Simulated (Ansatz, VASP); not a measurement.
# Zr in VASP and in Ansatz

```
CELL_PARAMETERS angstrom
3.23279 0.00000 0.00000
0.00000 5.16912 0.00000
0.00000 0.00000 27.13194
ATOMIC_POSITIONS crystal
Zr 0.00000 0.75000 0.28086
Zr 0.50000 0.25000 0.31305
Zr 0.50000 0.75000 0.37885
Zr 0.00000 0.25000 0.41454
Zr 0.00000 0.75000 0.48277
Zr 0.50000 0.25000 0.51723
Zr 0.50000 0.75000 0.58546
Zr 0.00000 0.25000 0.62115
Zr 0.00000 0.75000 0.68695
Zr 0.50000 0.25000 0.71914
```

Alike in both runs: functional PBE; k mesh 11 × 7 × 1; occupations gaussian, width 0.1 eV; no spin polarisation.

Ansatz relaxed the structure, and its values are those at the end. VASP's run is a single point on that final structure, the one shown.

|  | VASP | Ansatz |
| --- | --- | --- |
| version | VASP 6.6.1 | Ansatz 0.2.0 |
| potentials or method | VASP PAW PBE potentials, release 64 (Zr_sv), cutoff 520 eV | scalar-relativistic, plane waves, PAW |
| valence electrons in the cell | 120 | 120 |

```tsv
	VASP	Ansatz	Ansatz less VASP
gap on the k mesh at the Fermi level (eV)	none	none	-
rms of the force components (eV/Å)	0.007	0.006	-0.0002
```

A gap of «none» marks a metal or a gap that the smearing closes. Ansatz's warnings: vacuum density over bound, xc potential rough in thin density.
